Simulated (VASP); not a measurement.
## Si2Mo: electric field gradients with PBE

Crystal: Si2Mo.

```xyz
3
Lattice="-1.6314 1.6314 4.0076 1.6314 -1.6314 4.0076 1.6314 1.6314 -4.0076" Properties=species:S:1:pos:R:3 pbc="T T T"
Si    0.0000    0.0000    2.6691
Si    0.0000    0.0000    5.3461
Mo    0.0000    0.0000    0.0000
```

* Program: VASP 6.6.1
* Task: electric field gradients
* Functional: PBE
* Potentials or basis: VASP PAW PBE potentials, release 64 (Si, Mo_sv)
* Cutoff: 520 eV
* k mesh: 12 × 12 × 16
* Occupations: fermi-dirac, width 0.03 eV
* Spin: no spin polarisation
* Dipole correction: no
* Further INCAR settings: ALGO = Normal; EDIFF = 1e-08; NBANDS = 18; ISYM = 0

| Quantity | Value |
| --- | --- |
| Pressure | -8.8 GPa |
| Largest force | 0.366 eV/Å |
| Band gap on the k mesh | zero (bands 11 and 12 overlap by 0.97 eV) |
| Largest electric field gradient by atom | Si -10.3; Mo -50.3 V/Å² |

Forces in eV/Å, atoms in the order of the input:
```
Si   0.001  0.001  0.366
Si  -0.001 -0.001 -0.366
Mo   0.000  0.000  0.000
```

Stress tensor (GPa, compression positive):
```
 -7.95   0.00   0.00
  0.00  -7.95   0.00
  0.00   0.00 -10.53
```

Levels at points of the mesh, in eV from the Fermi level:
```
           k point  band 7  band 8  band 9  band 10  band 11  band 12  band 13  band 14  band 15  band 16
(0.00, 0.00, 0.00)   -3.57   -2.78   -2.53    -2.53     0.36     2.70     3.29     3.44     3.44     3.75
(0.50, 0.00, 0.00)   -4.70   -4.33   -2.45    -2.37    -0.48     2.04     2.88     3.56     4.05     5.36
(0.00, 0.50, 0.00)   -4.70   -4.33   -2.45    -2.37    -0.48     2.04     2.88     3.56     4.05     5.36
(0.50, 0.50, 0.00)   -5.47   -5.33   -4.30    -2.86    -1.15     2.09     2.42     2.76     3.03     4.74
(0.00, 0.00, 0.50)   -5.47   -5.33   -4.30    -2.86    -1.15     2.09     2.42     2.76     3.03     4.74
(0.50, 0.00, 0.50)   -4.70   -4.33   -2.45    -2.37    -0.48     2.04     2.88     3.56     4.05     5.36
(0.00, 0.50, 0.50)   -4.70   -4.33   -2.45    -2.37    -0.48     2.04     2.88     3.56     4.05     5.36
(0.50, 0.50, 0.50)   -3.22   -2.15   -0.57    -0.57    -0.56    -0.56     0.47     4.34     4.46     5.83
```

Electric field gradients, principal values (V/Å²):
```csv
atom,least,middle,greatest (by size)
1 Si,5.076,5.206,-10.283
2 Si,5.076,5.206,-10.283
3 Mo,24.842,25.432,-50.274
```

Run time: 27 min on 1 thread of Oxide Virtual Turin-like Processor (shared host), peak memory 0.84 GiB.

Caveat: the cell stands under tension; without QUAD_EFG the Cq values of the log hold for a quadrupole moment of 1 mb, not for the nuclei.
